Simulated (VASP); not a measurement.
Crystal: ScTeAs3.

```
Sc Te As
1.0
     5.17180    0.00000    0.00000
     0.00000    5.17180    0.00000
     0.00000    0.00000    5.17180
Sc Te As
1 1 3
Direct
  0.50000 0.50000 0.50000
  0.00000 0.00000 0.00000
  0.50000 0.00000 0.00000
  0.00000 0.50000 0.00000
  0.00000 0.00000 0.50000
```

The cell was generated, and may not be a known phase.

| Property | Result |
| --- | --- |
| Program | VASP 6.6.1 |
| Task | relaxation of cell and atoms |
| Functional | PBE |
| Potentials or basis | VASP PAW PBE potentials, release 64 (Sc_sv, Te, As) |
| Cutoff | 600 eV |
| k mesh | 4 × 4 × 4 |
| Occupations | gaussian, width 0.1 eV |
| Spin | no spin polarisation |

At the start: pressure 1.9 GPa; volume 27.67 Å³/atom.

Q: How do energy, volume and symmetry change on relaxing?

A: Over 3 steps the energy falls by 6.1 meV/atom and the volume is 28.71 Å³/atom (+3.8 %); space group Pm-3m (No. 221, to 0.1 Å) before and after.

Step by step:
```
step  energy change (eV)  largest force (eV/Å)  pressure (GPa)  volume (Å³)
   1              0.0000                0.0000            1.94       138.33
   2             -0.0278                0.0000           -0.52       145.14
   3             -0.0305                0.0000            0.01       143.54
```

Final structure:
```xyz
5
Lattice="5.2359 0.0000 0.0000 0.0000 5.2359 0.0000 0.0000 0.0000 5.2359" Properties=species:S:1:pos:R:3 pbc="T T T"
Sc    2.6179    2.6179    2.6179
Te    0.0000    0.0000    0.0000
As    2.6179    0.0000    0.0000
As    0.0000    2.6179    0.0000
As    0.0000    0.0000    2.6179
```
